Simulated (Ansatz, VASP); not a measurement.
# BP: VASP beside Ansatz

```xyz
2
Lattice="0.0000 2.2350 2.2690 2.2690 0.0000 2.2690 2.2690 2.2350 0.0000" Properties=species:S:1:pos:R:3 pbc="T T T"
B     0.0000    0.0000    0.0000
P     3.4035    3.3524    3.4035
```

Change from the starting cell: strain -0.0150 x Voigt [0, 1, 0, 0, 0, 0], atoms carried along.

Alike in both runs: task single point; functional PBEsol; k mesh 10 × 10 × 10; occupations gaussian, width 0.05 eV; no spin polarisation.

|  | VASP | Ansatz |
| --- | --- | --- |
| version | VASP 6.6.1 | Ansatz 0.2.0 |
| potentials or method | VASP PAW PBE potentials, release 64 (B, P), cutoff 520 eV | scalar-relativistic, plane waves, PAW |
| valence electrons in the cell | 8 | 8 |

|  | VASP | Ansatz | Ansatz less VASP |
| --- | --- | --- | --- |
| gap on the k mesh at the Fermi level (eV) | 0.88 | 0.89 | +0.005 |
| least direct gap on the mesh (eV) | 3.23 | 3.23 | +0.006 |
| pressure (GPa) | 0.7 | 0.6 | -0.10 |
| traceless stress, the component that is largest in VASP (GPa) | 2.62 | 2.62 | 0.000 |

VASP's potentials were made for PBE, not for PBEsol. With one functional, cell and mesh, what is left measures potentials, basis and numerics.
